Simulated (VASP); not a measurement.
# Ca2O3 (Pn-3m) in VASP: relaxation of cell and atoms with PBE

Aim: the relaxation of cell and atoms of Ca2O3 with PBE.

All numbers are computed with VASP 6.6.1; they aren't measurements. Logs are shortened: lines on timing, memory, paths and dates and some standing lists are left out, and cuts for length are marked.

### 1 The cell of the first run

It takes space group Pn-3m (No. 224, cubic). Conventional cell: a = 5.477 Å, b = 5.477 Å, c = 5.477 Å, α = 90.00°, β = 90.00°, γ = 90.00°. Within 3.1 Å of Ca (site symmetry -3m) lie 6 O at 2.37 Å. O (site symmetry -42m) has 4 Ca at 2.37 Å and 4 O at 2.74 Å within 3.1 Å.

### 2 Relaxation of cell and atoms, PBE

The input, INCAR:

```
SYSTEM = Ca2O3
  ALGO = Normal
  EDIFF = 1E-6
  EDIFFG = -0.01
  ENCUT = 600
  GGA = PE
  IBRION = 2
  ISIF = 3
  ISMEAR = 0
  LASPH = .True.
  LCHARG = .False.
  LREAL = .False.
  LWAVE = .False.
  NELM = 100
  NSW = 100
  PREC = Accurate
  SIGMA = 0.1
```

The input, KPOINTS:

```
k-points
0
Gamma
  8 8 8
  0 0 0
```

The input, POSCAR:

```
Ca2O3
1.0
    5.4772086700      0.0000000000      0.0000000000
    0.0000000000      5.4772086700      0.0000000000
    0.0000000000      0.0000000000      5.4772086700
Ca O
4 6
Direct
    0.2500000000      0.2500000000      0.2500000000
    0.2500000000      0.7500000000      0.7500000000
    0.7500000000      0.7500000000      0.2500000000
    0.7500000000      0.2500000000      0.7500000000
    0.0000000000      0.5000000000      0.5000000000
    0.0000000000      0.5000000000      0.0000000000
    0.5000000000      0.0000000000      0.5000000000
    0.0000000000      0.0000000000      0.5000000000
    0.5000000000      0.0000000000      0.0000000000
    0.5000000000      0.5000000000      0.0000000000
```

Potentials or basis: VASP PAW PBE potentials, release 64 (Ca_sv, O).

On the command line:

```
$ cat potpaw_PBE.64/Ca_sv/POTCAR potpaw_PBE.64/O/POTCAR > POTCAR
$ mpirun -np 1 vasp_std > vasp.out
```

OUTCAR:

```text
SYSTEM = Ca2O3
   EDIFF = 1E-6
   EDIFFG = -0.01
   ENCUT = 600
   GGA = PE
   IBRION = 2
   ISIF = 3
   ISMEAR = 0
   LASPH = .True.
   LREAL = .False.
   NELM = 100
   NSW = 100
   PREC = Accurate

 ion  position               nearest neighbor table
   1  0.250  0.250  0.250-   5 2.37   6 2.37   7 2.37   8 2.37   9 2.37  10 2.37
   2  0.250  0.750  0.750-   5 2.37   6 2.37   7 2.37   8 2.37   9 2.37  10 2.37
   3  0.750  0.750  0.250-   5 2.37   6 2.37   7 2.37   8 2.37   9 2.37  10 2.37
   4  0.750  0.250  0.750-   5 2.37   6 2.37   7 2.37   8 2.37   9 2.37  10 2.37
   5  0.000  0.500  0.500-   1 2.37   2 2.37   3 2.37   4 2.37
   6  0.000  0.500  0.000-   1 2.37   2 2.37   3 2.37   4 2.37
   7  0.500  0.000  0.500-   1 2.37   2 2.37   3 2.37   4 2.37
   8  0.000  0.000  0.500-   1 2.37   2 2.37   3 2.37   4 2.37
   9  0.500  0.000  0.000-   1 2.37   2 2.37   3 2.37   4 2.37
  10  0.500  0.500  0.000-   1 2.37   2 2.37   3 2.37   4 2.37

  LATTYP: Found a simple cubic cell.
 ALAT       =     5.4772086700

  Lattice vectors:

 A1 = (   5.4772086700,   0.0000000000,   0.0000000000)
 A2 = (   0.0000000000,   5.4772086700,   0.0000000000)
 A3 = (   0.0000000000,   0.0000000000,   5.4772086700)

Analysis of symmetry for initial positions (statically):
=====================================================================
 Subroutine PRICEL returns:
 Original cell was already a primitive cell.

 Routine SETGRP: Setting up the symmetry group for a
 simple cubic supercell.

 Subroutine GETGRP returns: Found 48 space group operations
 (whereof 24 operations were pure point group operations)
 out of a pool of 48 trial point group operations.

The static configuration has the point symmetry T_d .
 The point group associated with its full space group is O_h .

Analysis of symmetry for dynamics (positions and initial velocities):
=====================================================================
 Subroutine PRICEL returns:
 Original cell was already a primitive cell.

 Routine SETGRP: Setting up the symmetry group for a
 simple cubic supercell.

 Subroutine GETGRP returns: Found 48 space group operations
 (whereof 24 operations were pure point group operations)
 out of a pool of 48 trial point group operations.

The dynamic configuration has the point symmetry T_d .
 The point group associated with its full space group is O_h .

 Subroutine INISYM returns: Found 48 space group operations
 (whereof 24 operations are pure point group operations),
 and found     1 'primitive' translations

----------------------------------------------------------------------------------------

                                     Primitive cell

  volume of cell :     164.3152

  direct lattice vectors                    reciprocal lattice vectors
     5.477208670  0.000000000  0.000000000     0.182574749  0.000000000  0.000000000
     0.000000000  5.477208670  0.000000000     0.000000000  0.182574749  0.000000000
     0.000000000  0.000000000  5.477208670     0.000000000  0.000000000  0.182574749

  length of vectors
     5.477208670  5.477208670  5.477208670     0.182574749  0.182574749  0.182574749

  position of ions in fractional coordinates (direct lattice)
     0.250000000  0.250000000  0.250000000
     0.250000000  0.750000000  0.750000000
     0.750000000  0.750000000  0.250000000
     0.750000000  0.250000000  0.750000000
     0.000000000  0.500000000  0.500000000
     0.000000000  0.500000000  0.000000000
     0.500000000  0.000000000  0.500000000
     0.000000000  0.000000000  0.500000000
     0.500000000  0.000000000  0.000000000
     0.500000000  0.500000000  0.000000000

  ion indices of the primitive-cell ions
   primitive index   ion index
                 1           1
                 2           2
                 3           3
                 4           4
                 5           5
                 6           6
                 7           7
                 8           8
                 9           9
                10          10

----------------------------------------------------------------------------------------

 KPOINTS: k-points

Automatic generation of k-mesh.
 Grid dimensions read from file:
 generate k-points for:    8    8    8

 Generating k-lattice:

  Cartesian coordinates                     Fractional coordinates (reciprocal lattice)
     0.022821844  0.000000000  0.000000000     0.125000000  0.000000000  0.000000000
     0.000000000  0.022821844  0.000000000     0.000000000  0.125000000  0.000000000
     0.000000000  0.000000000  0.022821844     0.000000000  0.000000000  0.125000000

  Length of vectors
     0.022821844  0.022821844  0.022821844

  Shift w.r.t. Gamma in fractional coordinates (k-lattice)
     0.000000000  0.000000000  0.000000000

 Subroutine IBZKPT returns following result:
 ===========================================

 Found     35 irreducible k-points:

 Following reciprocal coordinates:
            Coordinates               Weight
  0.000000  0.000000  0.000000      1.000000
  0.125000  0.000000  0.000000      6.000000
  0.250000  0.000000  0.000000      6.000000
  0.375000  0.000000  0.000000      6.000000
  0.500000  0.000000  0.000000      3.000000
  0.125000  0.125000  0.000000     12.000000
[... 16 lines left out ...]
  0.375000  0.375000  0.125000     24.000000
  0.500000  0.375000  0.125000     24.000000
 [... further k-points ...]
   k-points           NKPTS =     35   k-points in BZ     NKDIM =     35   number of bands    NBANDS=     45
   number of dos      NEDOS =    301   number of ions     NIONS =     10
   total plane-waves  NPLWV = 110592
   dimension x,y,z NGX =    48 NGY =   48 NGZ =   48
   dimension x,y,z NGXF=    96 NGYF=   96 NGZF=   96
   ions per type =               4   6
   NGX,Y,Z   is equivalent  to a cutoff of  14.57, 14.57, 14.57 a.u.
   NGXF,Y,Z  is equivalent  to a cutoff of  29.14, 29.14, 29.14 a.u.
 SYSTEM =  Ca2O3
   PREC   = accura    normal or accurate (medium, high low for compatibility)
   ISTART =      0    job   : 0-new  1-cont  2-samecut
   ICHARG =      2    charge: 1-file 2-atom 10-const
   ISPIN  =      1    spin polarized calculation?
   LNONCOLLINEAR =      F non collinear calculations
   LSORBIT =      F    spin-orbit coupling
   LASPH  =      T    aspherical Exc in radial PAW
   ENCUT  =  600.0 eV  44.10 Ry    6.64 a.u.  10.94 10.94 10.94*2*pi/ulx,y,z
   NELM   =    100;   NELMIN=  2; NELMDL= -5     # of ELM steps
   EDIFF  = 0.1E-05   stopping-criterion for ELM
   LREAL  =      F    real-space projection
   EDIFFG = -.1E-01   stopping-criterion for IOM
   NSW    =    100    number of steps for IOM
   IBRION =      2    ionic relax: 0-MD 1-quasi-New 2-CG
   NFREE  =      1    steps in history (QN), initial steepest desc. (CG)
   ISIF   =      3    stress and relaxation
   ISYM   =      2    0-nonsym 1-usesym 2-fastsym
   POTIM  = 0.5000    time-step for ionic-motion
   TEBEG  =    0.0;   TEEND  =   0.0 temperature during run
   PSTRESS=    0.0 pullay stress
   NELECT =      76.0000    total number of electrons
   NUPDOWN=      -1.0000    fix difference up-down
   EMIN   =  10.00;   EMAX   =-10.00  energy-range for DOS
   EFERMI =   0.00;   METHOD = LEGACY
   ISMEAR =     0;   SIGMA  =   0.10  broadening in eV -4-tet -1-fermi 0-gaus
   EFERMI_NEDOS =   21; number of points for ismear=-14 and -15
   IALGO  =     38    algorithm
   IMIX   =      4    mixing-type and parameters
     AMIX     =   0.40;   BMIX     =  1.00
     AMIX_MAG =   1.60;   BMIX_MAG =  1.00
  volume/ion in A,a.u.               =      16.43       110.89
  Fermi-wavevector in a.u.,A,eV,Ry     =   1.266057  2.392502 21.808798  1.602901
  Thomas-Fermi vector in A             =   2.399278
   LORBIT       =      0    0 simple, 1 ext, 2 COOP (PROOUT), +10 PAW based schemes
   GGA     = PE    functional components
   LHFCALC =     F    Hartree Fock is set to
   AEXX    =    0.0000 exact exchange contribution
   IVDW    =     0    specifies the selected vdW correction
   LEPSILON=     F    determine dielectric tensor
   LRPA    =     F    only Hartree local field effects (RPA)
 conjugate gradient relaxation of ions
 non-spin polarized calculation
 Gauss-broadening in eV      SIGMA  =   0.10
  energy-cutoff  :      600.00
  volume of cell :      164.32
 maximum number of plane-waves:      5522
 NGX is ok and might be reduce to    48
   NGX = 21   NGY = 21   NGZ = 21

--------------------------------------- Ionic step        1  -------------------------------------------

 number of electron      75.9999969 magnetization

 Free energy of the ion-electron system (eV)
  ---------------------------------------------------
  ext. energy  EPLUGINS =         0.00000000
  ---------------------------------------------------
  free energy    TOTEN  =       -56.37634704 eV

  energy without entropy =      -56.33444231  energy(sigma->0) =      -56.35539468

------------------------ aborting loop because EDIFF is reached ----------------------------------------

  FORCE on cell =-STRESS in cart. coord.  units (eV):
  Direction    XX          YY          ZZ          XY          YZ          ZX
  --------------------------------------------------------------------------------------
  -------------------------------------------------------------------------------------
  Total       -1.8428243     -1.8428243     -1.8428243      0.0000000      0.0000000     -0.0000000
  in kB      -17.9687000    -17.9687000    -17.9687000      0.0000000      0.0000000     -0.0000000
  external PRESSURE =     -17.9687000 kB  Pullay stress =       0.0000000 kB
[... 73 lines left out ...]
  energy  without entropy=      -56.3588392977  energy(sigma->0) =      -56.37893720

--------------------------------------- Ionic step        3  -------------------------------------------

 number of electron      75.9999971 magnetization

 Free energy of the ion-electron system (eV)
  ---------------------------------------------------
  ext. energy  EPLUGINS =         0.00000000
  ---------------------------------------------------
  free energy    TOTEN  =       -56.39923276 eV

  energy without entropy =      -56.35889774  energy(sigma->0) =      -56.37906525

 E-fermi :   0.7615     XC(G=0):  -9.2482

 val. band max:        0.7612130585   @ k =   0.2500   0.1250   0.0000
 cond. band min:       0.7625431774   @ k =   0.2500   0.1250   0.1250
 fundamental gap:      0.0013301189
 Fermi energy:         0.7615252213

 k-point     1 :       0.0000    0.0000    0.0000
  band No.  band energies     occupation
      1     -36.9216      2.00000
      2     -36.8827      2.00000
      3     -36.8827      2.00000
      4     -36.8827      2.00000
      5     -18.6928      2.00000
      6     -18.6928      2.00000
[... 1141 lines left out ...]
     44       7.1539      0.00000
     45       7.6501      0.00000

 [... further k-points ...]
[... 5 lines left out ...]
  --------------------------------------------------------------------------------------
  -------------------------------------------------------------------------------------
  Total        0.0054869      0.0054869      0.0054869      0.0000000      0.0000000      0.0000000
  in kB        0.0548325      0.0548325      0.0548325      0.0000000      0.0000000      0.0000000
  external PRESSURE =       0.0548325 kB  Pullay stress =       0.0000000 kB
[... 25 lines left out ...]
  FREE ENERGIE OF THE ION-ELECTRON SYSTEM (eV)
  ---------------------------------------------------
  free  energy   TOTEN  =       -56.3992327600 eV

  energy  without entropy=      -56.3588977405  energy(sigma->0) =      -56.37906525

 reached required accuracy - stopping structural energy minimisation
```

Wall time 11 min (1 thread of Intel Xeon Platinum 8259CL at 2.50GHz (Skylake/Cascade Lake), shared host); peak memory 0.49 GiB.

Results:

```
Free energy                            : -56.3992 eV
Relaxed volume                         : 16.03 Å³/atom
Relaxed cell                           : a = 5.433 Å, b = 5.433 Å, c = 5.433 Å, α = 90.00°, β = 90.00°, γ = 90.00°
Space group after relaxing (to 0.05 Å) : Pn-3m (No. 224)
Energy gained by relaxing              : 2.3 meV/atom
Ionic steps                            : 3
Pressure after relaxing                : 0.0 GPa
Band gap on the k mesh                 : zero (band 38 reaches 1.17 eV, above the bottom of band 39 at 0.13 eV)
```

Step by step:
```tsv
step	energy change (eV)	largest force (eV/Å)	pressure (GPa)	volume (Å³)
1	0.0000	0.0000	-1.80	164.32
2	-0.0227	0.0000	0.17	159.97
3	-0.0229	0.0000	0.01	160.33
```

Final structure:
```cif
data_structure
_symmetry_space_group_name_H-M 'P 1'
_symmetry_Int_Tables_number 1
_cell_length_a 5.4325
_cell_length_b 5.4325
_cell_length_c 5.4325
_cell_angle_alpha 90.000
_cell_angle_beta 90.000
_cell_angle_gamma 90.000
_cell_volume 160.33
loop_
_atom_site_label
_atom_site_type_symbol
_atom_site_fract_x
_atom_site_fract_y
_atom_site_fract_z
_atom_site_occupancy
Ca1 Ca 0.25000 0.25000 0.25000 1
Ca2 Ca 0.25000 0.75000 0.75000 1
Ca3 Ca 0.75000 0.75000 0.25000 1
Ca4 Ca 0.75000 0.25000 0.75000 1
O1 O 0.00000 0.50000 0.50000 1
O2 O 0.00000 0.50000 0.00000 1
O3 O 0.50000 0.00000 0.50000 1
O4 O 0.00000 0.00000 0.50000 1
O5 O 0.50000 0.00000 0.00000 1
O6 O 0.50000 0.50000 0.00000 1
```
